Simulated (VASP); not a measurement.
Sc7As:

```xyz
8
Lattice="6.7023 0.0000 0.0000 -3.3512 5.8044 0.0000 0.0000 0.0000 5.2454" Properties=species:S:1:pos:R:3 pbc="T T T"
Sc   -1.6333    2.9266    0.0000
Sc    0.0000    5.7555    0.0000
Sc    1.6333    2.9266    0.0000
Sc   -1.6450    4.8193    2.6227
Sc    0.0000    1.9701    2.6227
Sc    1.6450    4.8193    2.6227
Sc    3.3512    1.9348    2.6227
As    0.0000    0.0000    0.0000
```

The cell was generated, and may not be a known phase.

* Program: VASP 6.6.1
* Task: relaxation of cell and atoms
* Functional: PBE
* Potentials or basis: VASP PAW PBE potentials, release 64 (Sc_sv, As)
* Cutoff: 600 eV
* k mesh: 3 × 3 × 3
* Occupations: gaussian, width 0.2 eV
* Spin: no spin polarisation

At the start: pressure -5.2 GPa; volume 25.51 Å³/atom.

**Question.** Where does the relaxation end?

**Answer.** Over 6 steps the energy falls by 69.3 meV/atom and the volume is 22.79 Å³/atom (-10.6 %); space group P-6m2 (No. 187, to 0.1 Å) before and after.

Step by step:
```
step  energy change (eV)  largest force (eV/Å)  pressure (GPa)  volume (Å³)
   1              0.0000                0.5401           -5.18       204.06
   2             -0.4563                0.5636            0.52       180.66
   3             -0.4563                0.5640            0.55       180.56
   4             -0.5210                0.3437            0.44       180.52
   5             -0.5487                0.0750            0.41       180.48
   6             -0.5540                0.0434           -0.21       182.35
```

Final structure:
```xyz
8
Lattice="6.4365 0.0000 0.0000 -3.2183 5.5742 0.0000 0.0000 0.0000 5.0823" Properties=species:S:1:pos:R:3 pbc="T T T"
Sc    4.8022    2.7725    0.0000
Sc    3.2183    0.0291    0.0000
Sc    1.6343    2.7725    0.0000
Sc   -1.6599    4.6745    2.5412
Sc    0.0000    1.7994    2.5412
Sc    1.6599    4.6745    2.5412
Sc    3.2183    1.8581    2.5412
As    0.0000    0.0000    0.0000
```

Caveat: the k points lie up to 0.41 Å⁻¹ apart in the final cell, too coarse for converged energies and pressures of a metal; the relaxation stopped at a loose force limit of 0.08 eV/Å, so its end isn't a converged minimum.
